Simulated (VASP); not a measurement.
# CdS (F-43m) in VASP: further runs, part 2 of 2

VASP 6.6.1. The steps go on from the part before.

## Step 4: Single point, LDA

This run uses another cell than the first one, of 22.64 Å³/atom.

Contents of INCAR:

```
SYSTEM = CdS
ALGO     = Normal         ! electronic algorithm
EDIFF    = 1E-6           ! SCF threshold, eV
ENCUT    = 630            ! plane-wave cutoff, eV
GGA      = CA             ! functional
GGA_COMPAT= .FALSE.      
ISIF     = 2              ! what is computed and relaxed
ISMEAR   = 0              ! smearing method
LASPH    = .TRUE.         ! aspherical terms in the spheres
LCHARG   = .FALSE.        ! write CHGCAR
LREAL    = .FALSE.        ! projectors in reciprocal space
LWAVE    = .FALSE.        ! write WAVECAR
NBANDS   = 20             ! bands
NELM     = 120            ! most SCF steps
PREC     = Accurate       ! precision mode
SIGMA    = 0.01           ! smearing width, eV
```

Contents of KPOINTS:

```
k-points
0
G
  8 8 8
  0 0 0
```

Contents of POSCAR:

```
CdS
1.0
    2.8290697295      2.8290697295      0.0000000000
   -2.8290697295      2.8290697295      0.0000000000
    0.0000000000      2.8290697295      2.8290697295
Cd S
1 1
Direct
    0.0000000000      0.0000000000      0.0000000000
    0.7500000000      0.2500000000      0.5000000000
```

Potentials or basis: VASP PAW LDA potentials, release 64 (Cd_sv_GW, S).

Run with:

```console
$ cat potpaw_LDA.64/Cd_sv_GW/POTCAR potpaw_LDA.64/S/POTCAR > POTCAR
$ mpirun -np 1 vasp_std > vasp.out
```

OUTCAR:

```text
SYSTEM = CdS
   EDIFF = 1E-6
   ENCUT = 630
   GGA = CA
   ISIF = 2
   ISMEAR = 0
   LASPH = .TRUE.
   LREAL = .FALSE.
   NELM = 120
   PREC = Accurate

 ion  position               nearest neighbor table
   1  0.000  0.000  0.000-   2 2.45   2 2.45   2 2.45   2 2.45
   2  0.750  0.250  0.500-   1 2.45   1 2.45   1 2.45   1 2.45

  LATTYP: Found a face centered cubic cell.
 ALAT       =     5.6581394590

  Lattice vectors:

 A1 = (   0.0000000000,   2.8290697295,   2.8290697295)
 A2 = (   2.8290697295,   0.0000000000,   2.8290697295)
 A3 = (   2.8290697295,   2.8290697295,   0.0000000000)

Analysis of symmetry for initial positions (statically):
=====================================================================
 Subroutine PRICEL returns:
 Original cell was already a primitive cell.

 Routine SETGRP: Setting up the symmetry group for a
 face centered cubic supercell.

 Subroutine GETGRP returns: Found 24 space group operations
 (whereof 24 operations were pure point group operations)
 out of a pool of 48 trial point group operations.

The static configuration has the point symmetry T_d .
[... 151 lines left out ...]

 number of electron      25.9999993 magnetization

 Free energy of the ion-electron system (eV)
  ---------------------------------------------------
  ext. energy  EPLUGINS =         0.00000000
  ---------------------------------------------------
  free energy    TOTEN  =        -7.41761062 eV

  energy without entropy =       -7.41761062  energy(sigma->0) =       -7.41761062

 E-fermi :   3.8521     XC(G=0): -10.1504

 val. band max:        3.6111716417   @ k =   0.0000   0.0000   0.0000
 cond. band min:       4.6837271346   @ k =   0.0000   0.0000   0.0000
 fundamental gap:      1.0725554929
 Fermi energy:         3.8521155171

 k-point     1 :       0.0000    0.0000    0.0000
  band No.  band energies     occupation
      1     -97.3592      2.00000
      2     -58.7513      2.00000
      3     -58.7513      2.00000
      4     -58.7513      2.00000
      5      -9.3532      2.00000
      6      -4.5585      2.00000
[... 541 lines left out ...]
     19      15.8618      0.00000
     20      16.8842      0.00000

 [... further k-points ...]
[... 5 lines left out ...]
  --------------------------------------------------------------------------------------
  -------------------------------------------------------------------------------------
  Total        1.1058357      1.1058357      1.1058357      0.0000000      0.0000000     -0.0000000
  in kB       39.1237303     39.1237303     39.1237303      0.0000000      0.0000000     -0.0000000
  external PRESSURE =      39.1237303 kB  Pullay stress =       0.0000000 kB

 VOLUME and BASIS-vectors are now :
 -----------------------------------------------------------------------------
  energy-cutoff  :      630.00
  volume of cell :       45.29
      direct lattice vectors                 reciprocal lattice vectors
     2.829069730  2.829069730  0.000000000     0.176736542  0.176736542 -0.176736542
    -2.829069730  2.829069730  0.000000000    -0.176736542  0.176736542 -0.176736542
     0.000000000  2.829069730  2.829069730     0.000000000  0.000000000  0.353473083

 POSITION                                       TOTAL-FORCE (eV/Angst)
 -----------------------------------------------------------------------------------
      0.00000      0.00000      0.00000        -0.000000      0.000000      0.000000
      1.41453      4.24360      1.41453         0.000000     -0.000000     -0.000000
 -----------------------------------------------------------------------------------
    total drift:                               -0.000000      0.000000      0.000000

  FREE ENERGIE OF THE ION-ELECTRON SYSTEM (eV)
  ---------------------------------------------------
  free  energy   TOTEN  =        -7.4176106239 eV

  energy  without entropy=       -7.4176106239  energy(sigma->0) =       -7.41761062
```

OSZICAR:

```text
N       E                     dE             d eps       ncg     rms          rms(c)
DAV:   1     0.461262772851E+03    0.46126E+03   -0.16025E+04  1176   0.184E+03
DAV:   2     0.375154814917E+02   -0.42375E+03   -0.39153E+03  1160   0.608E+02
DAV:   3    -0.627579835545E+01   -0.43791E+02   -0.43251E+02  1772   0.222E+02
DAV:   4    -0.787164941033E+01   -0.15959E+01   -0.15945E+01  1612   0.428E+01
DAV:   5    -0.794249944043E+01   -0.70850E-01   -0.70846E-01  1700   0.907E+00    0.272E+01
DAV:   6    -0.744751827890E+01    0.49498E+00   -0.11515E+00  1992   0.221E+01    0.197E+01
DAV:   7    -0.743199511440E+01    0.15523E-01   -0.44081E-01  1840   0.624E+00    0.418E+00
DAV:   8    -0.741770682122E+01    0.14288E-01   -0.53996E-02  1796   0.208E+00    0.424E-01
DAV:   9    -0.741761683915E+01    0.89982E-04   -0.43127E-03  1528   0.101E+00    0.823E-02
DAV:  10    -0.741761086265E+01    0.59765E-05   -0.97694E-05  1684   0.125E-01    0.512E-02
DAV:  11    -0.741761062388E+01    0.23877E-06   -0.91972E-06  1864   0.585E-02
   1 F= -.74176106E+01 E0= -.74176106E+01  d E =0.000000E+00
```

stdout:

```text
POSCAR found type information on POSCAR CdS
 POSCAR found :  2 types and       2 ions
 scaLAPACK will be used
 LDA part: xc-table for (Slater(with rela. corr.)+CA(PZ))
 , standard interpolation
 POSCAR, INCAR and KPOINTS ok, starting setup
 FFT: planning ... GRIDC
 FFT: planning ... GRID_SOFT
 FFT: planning ... GRID
 WAVECAR not read
 entering main loop
```

Wall time 32 s (1 thread of Intel Xeon Platinum 8259CL at 2.50GHz (Skylake/Cascade Lake), shared host); peak memory 0.19 GiB.

What came out:

```
Free energy            : -7.4176 eV
Pressure               : 3.9 GPa
Band gap on the k mesh : 1.07 eV
```

Caveat: the cell stands under pressure.

## Step 5: Single point, LDA

This run uses another cell than the first one, of 24.61 Å³/atom.

Contents of INCAR:

```
ALGO = Normal
EDIFF = 1E-6
ENCUT = 630
GGA = CA
GGA_COMPAT = False
ISIF = 2
ISMEAR = 0
LASPH = True
LCHARG = False
LREAL = False
LWAVE = False
NBANDS = 20
NELM = 120
PREC = Accurate
SIGMA = 0.01
```

Contents of KPOINTS:

```
k-points
0
Gamma
  8 8 8
```

Contents of POSCAR:

```
CdS
1.0
    2.9086064719      2.9086064719      0.0000000000
   -2.9086064719      2.9086064719      0.0000000000
    0.0000000000      2.9086064719      2.9086064719
Cd S
1 1
Direct
    0.0000000000      0.0000000000      0.0000000000
    0.7500000000      0.2500000000      0.5000000000
```

Run with:

```console
$ cat potpaw_LDA.64/Cd_sv_GW/POTCAR potpaw_LDA.64/S/POTCAR > POTCAR
$ mpirun -np 1 vasp_std > vasp.out
```

Run time: 40 s. Hardware: 1 thread of Intel Xeon Platinum 8259CL at 2.50GHz (Skylake/Cascade Lake), shared host; peak memory 0.19 GiB.

Results (log left out):

```
Free energy            : -7.4400 eV
Pressure               : -2.0 GPa
Band gap on the k mesh : 0.90 eV
```

Levels at points of the mesh, in eV from the valence-band top:
| k point | band 11 | band 12 | band 13 | band 14 | band 15 | band 16 |
| --- | --- | --- | --- | --- | --- | --- |
| (0.00, 0.00, 0.00) | 0.00 | 0.00 | 0.00 | 0.90 | 6.37 | 6.37 |
| (0.50, 0.00, 0.00) | -4.56 | -0.78 | -0.78 | 2.79 | 6.85 | 6.85 |
| (0.50, 0.50, 0.00) | -4.09 | -1.95 | -1.95 | 3.30 | 4.18 | 8.95 |

## Step 6: Overview

```csv
cell,gap on the mesh (eV),pressure (GPa)
"a = 3.866 Å, angles 60.0, 60.0, 90.0°, 2 atoms",1.26,15.1
"a = 3.920 Å, angles 60.0, 60.0, 90.0°, 2 atoms",1.19,10.0
"a = 4.001 Å, angles 60.0, 60.0, 90.0°, 2 atoms",1.07,3.9
"a = 4.113 Å, angles 60.0, 60.0, 90.0°, 2 atoms",0.90,-2.0
```

Alike in all rows: task single point; level LDA; potentials or basis VASP PAW LDA potentials, release 64 (Cd_sv_GW, S); no spin polarisation; k mesh 8 × 8 × 8; cutoff (eV) 630; smearing gaussian 0.01 eV.

Caveats: the cell stands under pressure (at least some runs).

Total energies depend on the potentials used, so only differences within one code and one set of settings carry meaning.
